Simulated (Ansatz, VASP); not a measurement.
# CaC4O4: VASP beside Ansatz

```
Ca C O
1.0
    -3.38866    3.38866    5.05371
     3.38866   -3.38866    5.05371
     3.38866    3.38866   -5.05371
Ca C O
2 8 8
Cartesian
  0.0000 0.0000 5.0537
  3.3887 0.0000 2.5269
  0.0000 0.0000 0.6054
  0.0000 3.3887 3.1322
  0.0000 3.3887 1.9215
  0.0000 0.0000 9.5020
  0.0000 0.0000 2.0333
  0.0000 3.3887 4.5602
  0.0000 3.3887 0.4935
  0.0000 0.0000 8.0741
  1.0986 0.0000 2.6352
  3.3887 1.0986 0.1083
  0.0000 2.2900 5.1621
  2.2900 3.3887 -2.4185
  2.2900 0.0000 4.9454
  3.3887 2.2900 2.4185
  0.0000 1.0986 7.4722
  1.0986 3.3887 -0.1083
```

Alike in both runs: functional LDA; k mesh 6 × 6 × 6; occupations gaussian, width 0.02 eV; no spin polarisation.

Ansatz relaxed the structure, and its values are those at the end. VASP's run is a single point on that final structure, the one shown.

```csv
,VASP,Ansatz
version,VASP 6.6.1,Ansatz 0.2.0
potentials or method,"VASP PAW LDA potentials, release 64 (Ca_sv, C, O), cutoff 520 eV","scalar-relativistic, plane waves, PAW"
valence electrons in the cell,100,100
```

```csv
,VASP,Ansatz,Ansatz less VASP
gap on the k mesh at the Fermi level (eV),3.66,3.67,+0.012
least direct gap on the mesh (eV),3.72,3.73,+0.012
pressure (GPa),1.0,0.0,-1.07
rms of the force components (eV/Å),0.180,0.000,-0.1799
```

LDA's correlation is that of Perdew and Zunger in VASP and of Perdew and Wang (1992) in Ansatz. One of these differences is far larger than is usual between the two programs; its cause wasn't traced.

Noted on VASP's run: the standard files for N, O and F lose accuracy on very short bonds.
